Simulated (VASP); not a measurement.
A run of VASP 6.6.1:

Contents of INCAR:

```
PREC = Accurate
ENCUT = 520
EDIFF = 1E-6
ISMEAR = 1
SIGMA = 0.1
LREAL = False
LASPH = True
NELM = 80
ALGO = Normal
ISIF = 2
LWAVE = False
LCHARG = True
GGA = PS
LELF = True
LVHAR = True
NBANDS = 8
```

KPOINTS

```
Automatic mesh
0
Gamma
  14 14 14
```

POSCAR

```
N
1.0
    0.0000000000      1.5538100000      1.5538100000
    1.5538100000      0.0000000000      1.5538100000
    1.5538100000      1.5538100000      0.0000000000
N
1
Direct
    0.0000000000      0.0000000000      0.0000000000
```

Potentials or basis: VASP PAW PBE potentials, release 64 (N).

The run is started by

```console
$ cat potpaw_PBE.64/N/POTCAR > POTCAR
$ mpirun -np 1 vasp_std > vasp.out
```

Hardware: 1 thread of Intel Xeon 6975P-C, with other jobs on the host.

Problem. Estimate the wall time of this run.

Solution. It took 3.2 s on 1 thread of Intel Xeon 6975P-C, with other jobs on the host, peak memory 0.11 GiB. Counts: scf iterations 9, k points 104.
